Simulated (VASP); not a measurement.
# Ta (I4/mmm) in VASP: notebook, part 2 of 2

VASP 6.6.1.

## Step 4: Single point, r2SCAN

File POSCAR:

```
Ta
1.0
   -1.6978192176      1.6978192176      1.5619936802
    1.6978192176     -1.6978192176      1.5619936802
    1.6978192176      1.6978192176     -1.5619936802
Ta
1
Direct
    0.0000000000      0.0000000000      0.0000000000
```

File INCAR.step1:

```
ALGO = Normal
EDIFF = 1E-4
ENCUT = 520
GGA = PE
ISMEAR = 0
LASPH = T
LCHARG = F
LREAL = F
LWAVE = T
NBANDS = 12
NELM = 80
PREC = Accurate
SIGMA = 0.15
```

File INCAR.step2:

```
ALGO = Normal
EDIFF = 1E-6
ENCUT = 520
ISIF = 2
ISMEAR = 0
ISTART = 1
LASPH = T
LCHARG = T
LELF = T
LMIXTAU = T
LREAL = F
LVHAR = T
LWAVE = F
METAGGA = R2SCAN
NBANDS = 12
NELM = 80
PREC = Accurate
SIGMA = 0.15
```

File KPOINTS:

```
k-points
0
Gamma
  22 22 22
```

Potentials or basis: VASP PAW PBE potentials, release 64 (Ta_pv).

Launch:

```console
$ cat potpaw_PBE.64/Ta_pv/POTCAR > POTCAR
$ cp INCAR.step1 INCAR
$ mpirun -np 1 vasp_std > vasp.out
$ cp INCAR.step2 INCAR
$ mpirun -np 1 vasp_std > vasp.out
```

OUTCAR:

```text
EDIFF = 1E-6
   ENCUT = 520
   ISIF = 2
   ISMEAR = 0
   ISTART = 1
   LASPH = T
   LREAL = F
   METAGGA = R2SCAN
   NELM = 80
   PREC = Accurate

 ion  position               nearest neighbor table
   1  0.000  0.000  0.000-

  LATTYP: Found a body centered tetragonal cell.
 ALAT       =     3.3956384352
 C/A-ratio  =     0.9200000000

  Lattice vectors:

 A1 = (  -1.6978192176,   1.6978192176,   1.5619936802)
 A2 = (   1.6978192176,  -1.6978192176,   1.5619936802)
 A3 = (   1.6978192176,   1.6978192176,  -1.5619936802)

Analysis of symmetry for initial positions (statically):
=====================================================================
 Subroutine PRICEL returns:
 Original cell was already a primitive cell.

 Routine SETGRP: Setting up the symmetry group for a
 body centered tetragonal supercell.

 Subroutine GETGRP returns: Found 16 space group operations
 (whereof 16 operations were pure point group operations)
 out of a pool of 16 trial point group operations.

The static configuration has the point symmetry D_4h.

[... 168 lines left out ...]
      1     -28.8942      2.00000
      2     -28.8942      2.00000
      3     -28.8763      2.00000
      4      -3.0021      2.00000
      5       5.4345      0.42962
      6       6.6454      0.00000
      7       6.6454      0.00000
      8       8.7710      0.00000
      9      10.4044      0.00000
     10      17.4534      0.00000
     11      20.6181      0.00000
     12      20.6181      0.00000
[... 331 lines left out ...]
 k-point    24 :      -0.4545    0.0455    0.0000
  band No.  band energies     occupation
      1     -30.0612      2.00000
      2     -29.2943      2.00000
      3     -28.9470      2.00000
      4       0.8594      2.00000
      5       3.5233      2.00000
      6       6.4357      0.00000
      7       9.6690      0.00000
      8      10.9834      0.00000
      9      12.8529      0.00000
     10      17.4417      0.00000
     11      17.9004      0.00000
     12      18.9528      0.00000

 [... further k-points ...]

------------------------ aborting loop because EDIFF is reached ----------------------------------------

  FORCE on cell =-STRESS in cart. coord.  units (eV):
  Direction    XX          YY          ZZ          XY          YZ          ZX
  --------------------------------------------------------------------------------------
  -------------------------------------------------------------------------------------
  Total       -0.0600035     -0.0600035      0.7058878      0.0000000      0.0000000      0.0000000
  in kB       -5.3378356     -5.3378356     62.7948632      0.0000000      0.0000000      0.0000000
  external PRESSURE =      17.3730640 kB  Pullay stress =       0.0000000 kB

 VOLUME and BASIS-vectors are now :
 -----------------------------------------------------------------------------
  energy-cutoff  :      520.00
  volume of cell :       18.01
      direct lattice vectors                 reciprocal lattice vectors
    -1.697819218  1.697819218  1.561993680     0.000000000  0.294495430  0.320103728
     1.697819218 -1.697819218  1.561993680     0.294495430  0.000000000  0.320103728
     1.697819218  1.697819218 -1.561993680     0.294495430  0.294495430  0.000000000

 POSITION                                       TOTAL-FORCE (eV/Angst)
 -----------------------------------------------------------------------------------
      0.00000      0.00000      0.00000        -0.000000      0.000000      0.000000
 -----------------------------------------------------------------------------------
    total drift:                               -0.000000      0.000000     -0.000000

  FREE ENERGIE OF THE ION-ELECTRON SYSTEM (eV)
  ---------------------------------------------------
  free  energy   TOTEN  =       -48.5607771507 eV

  energy  without entropy=      -48.5455619391  energy(sigma->0) =      -48.55316954
```

Run time: 12 min. Hardware: 1 thread of Intel Xeon 8259CL, shared host; peak memory 0.3 GiB.

What came out:

- Free energy: -48.5608 eV
- Pressure: 1.7 GPa
- Band gap on the k mesh: zero (an odd number of electrons rules out a gap without spin polarisation)

Stress tensor (GPa, compression positive):
```
-0.53  0.00  0.00
 0.00 -0.53  0.00
 0.00  0.00  6.28
```

Caveat: the stress differs along the axes, from -1 to 6 GPa; the PAW data sets were made with another functional, which shifts forces and pressure a little; spin-orbit coupling is left out, which moves the levels of the heavy elements.

## Step 5: Single point, r2SCAN

File POSCAR:

```
Ta
1.0
   -1.5996433287      1.5996433287      1.7596076615
    1.5996433287     -1.5996433287      1.7596076615
    1.5996433287      1.5996433287     -1.7596076615
Ta
1
Direct
    0.0000000000      0.0000000000      0.0000000000
```

File INCAR.step1:

```
SYSTEM = Ta
ALGO     = Normal         ! electronic algorithm
EDIFF    = 1E-4           ! SCF threshold, eV
ENCUT    = 520            ! plane-wave cutoff, eV
GGA      = PE             ! functional
ISMEAR   = 0              ! smearing method
LASPH    = .TRUE.         ! aspherical terms in the spheres
LCHARG   = .FALSE.        ! write CHGCAR
LREAL    = .FALSE.        ! projectors in reciprocal space
LWAVE    = .TRUE.         ! write WAVECAR
NBANDS   = 12             ! bands
NELM     = 100            ! most SCF steps
PREC     = Accurate       ! precision mode
SIGMA    = 0.15           ! smearing width, eV
```

File INCAR.step2:

```
SYSTEM = Ta
ALGO     = Normal         ! electronic algorithm
EDIFF    = 1E-6           ! SCF threshold, eV
ENCUT    = 520            ! plane-wave cutoff, eV
ISIF     = 2              ! what is computed and relaxed
ISMEAR   = 0              ! smearing method
ISTART   = 1            
LASPH    = .TRUE.         ! aspherical terms in the spheres
LCHARG   = .FALSE.        ! write CHGCAR
LMIXTAU  = .TRUE.       
LREAL    = .FALSE.        ! projectors in reciprocal space
LWAVE    = .FALSE.        ! write WAVECAR
METAGGA  = R2SCAN         ! meta-GGA
NBANDS   = 12             ! bands
NELM     = 100            ! most SCF steps
PREC     = Accurate       ! precision mode
SIGMA    = 0.15           ! smearing width, eV
```

File KPOINTS:

```
k-points
0
G
  22 22 22
  0 0 0
```

Launch:

```console
$ cat potpaw_PBE.64/Ta_pv/POTCAR > POTCAR
$ cp INCAR.step1 INCAR
$ mpirun -np 1 vasp_std > vasp.out
$ cp INCAR.step2 INCAR
$ mpirun -np 1 vasp_std > vasp.out
```

Wall time 11 min (1 thread of Intel Xeon 8259CL, shared host); peak memory 0.29 GiB.

It converged, with:

```yaml
Free_energy: -48.5509 eV
Pressure: 2.0 GPa
Band_gap_on_the_k_mesh: zero (an odd number of electrons rules out a gap without spin polarisation)
```

Stress tensor (GPa, compression positive):
```
 5.20  0.00  0.00
 0.00  5.20  0.00
 0.00  0.00 -4.49
```

Levels at points of the mesh, in eV from the Fermi level:
| k point | band 3 | band 4 | band 5 | band 6 | band 7 | band 8 |
| --- | --- | --- | --- | --- | --- | --- |
| (0.00, 0.00, 0.00) | -34.26 | -8.38 | 0.48 | 0.48 | 1.71 | 3.37 |
| (0.50, 0.00, 0.00) | -34.27 | -4.63 | -1.11 | 1.22 | 3.20 | 5.43 |
| (0.50, 0.50, 0.00) | -34.35 | -4.56 | -2.40 | 1.94 | 5.26 | 5.78 |
| (0.50, 0.50, 0.50) | -35.03 | -4.13 | -3.84 | 6.87 | 7.20 | 7.20 |

Caveat: the stress differs along the axes, from -4 to 5 GPa; the PAW data sets were made with another functional, which shifts forces and pressure a little; spin-orbit coupling is left out, which moves the levels of the heavy elements.

## Step 6: Overview

```csv
cell,gap on the mesh (eV),pressure (GPa)
"a = 2.897 Å, angles 103.5, 103.5, 122.2°, 1 atom",none,6.4
"a = 2.906 Å, angles 117.3, 117.3, 94.8°, 1 atom",none,6.3
"a = 2.864 Å, angles 107.3, 107.3, 113.9°, 1 atom",none,1.7
"a = 2.866 Å, angles 112.1, 112.1, 104.2°, 1 atom",none,2.0
```

Alike in all rows: task single point; level r2SCAN; potentials or basis VASP PAW PBE potentials, release 64 (Ta_pv); no spin polarisation; k mesh 22 × 22 × 22; cutoff (eV) 520; smearing gaussian 0.15 eV.

Caveats: the PAW data sets were made with another functional, which shifts forces and pressure a little; spin-orbit coupling is left out, which moves the levels of the heavy elements; the stress differs along the axes, from -4 to 26 GPa (at least some runs); the stress differs along the axes, from -3 to 11 GPa (at least some runs); the stress differs along the axes, from -1 to 6 GPa (at least some runs); the stress differs along the axes, from -4 to 5 GPa (at least some runs).

Total energies depend on the potentials used, so only differences within one code and one set of settings carry meaning.
